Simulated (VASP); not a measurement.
Write the native input for VASP 6.6.1 that does the following.

```
Task                   : single point
Functional             : r2SCAN
Potentials or basis    : VASP PAW PBE potentials, release 64 (B, N)
Cutoff                 : 520 eV
k mesh                 : 12 × 12 × 4
Occupations            : gaussian, width 0.01 eV
Spin                   : no spin polarisation
Dipole correction      : no
Further INCAR settings : ALGO = Normal; EDIFF = 1e-07; NBANDS = 16
```

The system is BN.

```
B N
1.0
     2.50058    0.00000    0.00000
    -1.25029    2.16557    0.00000
     0.00000    0.00000    6.52364
B N
2 2
Direct
  0.33333 0.66667 0.25000
  0.66667 0.33333 0.75000
  0.33333 0.66667 0.75000
  0.66667 0.33333 0.25000
```

One way to write it, as run:

POSCAR

```
BN
1.0
    2.5005825875      0.0000000000      0.0000000000
   -1.2502912938      2.1655680450      0.0000000000
    0.0000000000      0.0000000000      6.5236359444
B N
2 2
Direct
    0.3333333333      0.6666666667      0.2500000000
    0.6666666667      0.3333333333      0.7500000000
    0.3333333333      0.6666666667      0.7500000000
    0.6666666667      0.3333333333      0.2500000000
```

INCAR.step1

```
PREC     = Accurate       # precision mode
ENCUT    = 520            # plane-wave cutoff, eV
ISMEAR   = 0              # smearing method
SIGMA    = 0.01           # smearing width, eV
LREAL    = False          # projectors in reciprocal space
LASPH    = True           # aspherical terms in the spheres
NELM     = 80             # most SCF steps
NBANDS   = 16             # bands
GGA      = PE             # functional
ALGO     = Normal         # electronic algorithm
EDIFF    = 1E-4           # SCF threshold, eV
LWAVE    = True           # write WAVECAR
LCHARG   = False          # write CHGCAR
```

INCAR.step2

```
PREC     = Accurate       # precision mode
ENCUT    = 520            # plane-wave cutoff, eV
EDIFF    = 1E-7           # SCF threshold, eV
ISMEAR   = 0              # smearing method
SIGMA    = 0.01           # smearing width, eV
LREAL    = False          # projectors in reciprocal space
LASPH    = True           # aspherical terms in the spheres
NELM     = 80             # most SCF steps
ALGO     = Normal         # electronic algorithm
ISIF     = 2              # what is computed and relaxed
LWAVE    = False          # write WAVECAR
LCHARG   = True           # write CHGCAR
METAGGA  = R2SCAN         # meta-GGA
LMIXTAU  = True         
LELF     = True           # ELF
LVHAR    = True         
NBANDS   = 16             # bands
ISTART   = 1
```

KPOINTS

```
regular mesh
0
Gamma
  12 12 4
```

Potentials or basis: VASP PAW PBE potentials, release 64 (B, N).

Run with:

```sh
$ cat potpaw_PBE.64/B/POTCAR potpaw_PBE.64/N/POTCAR > POTCAR
$ cp INCAR.step1 INCAR
$ mpirun -np 1 vasp_std > vasp.out
$ cp INCAR.step2 INCAR
$ mpirun -np 1 vasp_std > vasp.out
```

Results of the run:

* Pressure: 1.0 GPa
* Band gap on the k mesh: 4.84 eV, indirect (least direct gap 5.25 eV)

Caveat: the PAW data sets were made with another functional, which shifts forces and pressure a little.

Run time: 3.2 min on 1 thread of Intel Xeon 8259CL, with other jobs on the host, peak memory 0.16 GiB.
